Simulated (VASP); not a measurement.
**Ti: single point with PBEsol**

Ti:

```
Ti
1.0
    -1.51539    1.51539    1.89621
     1.51539   -1.51539    1.89621
     1.51539    1.51539   -1.89621
Ti
1
Direct
  0.00000 0.00000 0.00000
```

This cell differs from its parent crystal: volume 17.418 Å^3 an atom, c/a of the conventional cell 1.2513.

| Property | Result |
| --- | --- |
| Program | VASP 6.6.1 |
| Task | single point |
| Functional | PBEsol |
| Potentials or basis | VASP PAW PBE potentials, release 64 (Ti_sv) |
| Cutoff | 520 eV |
| k mesh | 22 × 22 × 22 |
| Occupations | gaussian, width 0.15 eV |
| Spin | no spin polarisation |
| Dipole correction | no |
| Further INCAR settings | ALGO = Fast; EDIFF = 1e-06; NBANDS = 12 |

The pressure is -4.8 GPa and the band gap on the k mesh is zero (band 6 reaches 8.85 eV, above the bottom of band 7 at 7.43 eV).

Stress tensor (GPa, compression positive):
```
-5.87  0.00  0.00
 0.00 -5.87  0.00
 0.00  0.00 -2.76
```

Levels at points of the mesh, in eV from the Fermi level:
| k point | band 2 | band 3 | band 4 | band 5 | band 6 | band 7 | band 8 | band 9 | band 10 | band 11 |
| --- | --- | --- | --- | --- | --- | --- | --- | --- | --- | --- |
| (0.00, 0.00, 0.00) | -32.41 | -32.41 | -32.39 | -6.05 | 0.69 | 0.69 | 1.55 | 1.95 | 2.91 | 15.53 |
| (0.50, 0.00, 0.00) | -33.08 | -32.55 | -32.43 | -2.55 | 0.26 | 0.72 | 1.39 | 3.35 | 3.84 | 8.24 |
| (0.50, 0.50, 0.00) | -33.04 | -32.65 | -32.53 | -2.56 | -1.47 | 2.15 | 3.48 | 3.53 | 4.13 | 9.83 |
| (0.50, 0.50, 0.50) | -33.01 | -32.73 | -32.73 | -2.46 | -1.86 | 3.59 | 3.90 | 3.90 | 4.50 | 10.44 |

Wall time 2.3 min on 1 thread of Intel(R) Xeon(R) 6975P-C (Granite Rapids) (shared host), peak memory 0.28 GiB.

Caveat: the PAW data sets were made with another functional, which shifts forces and pressure a little.
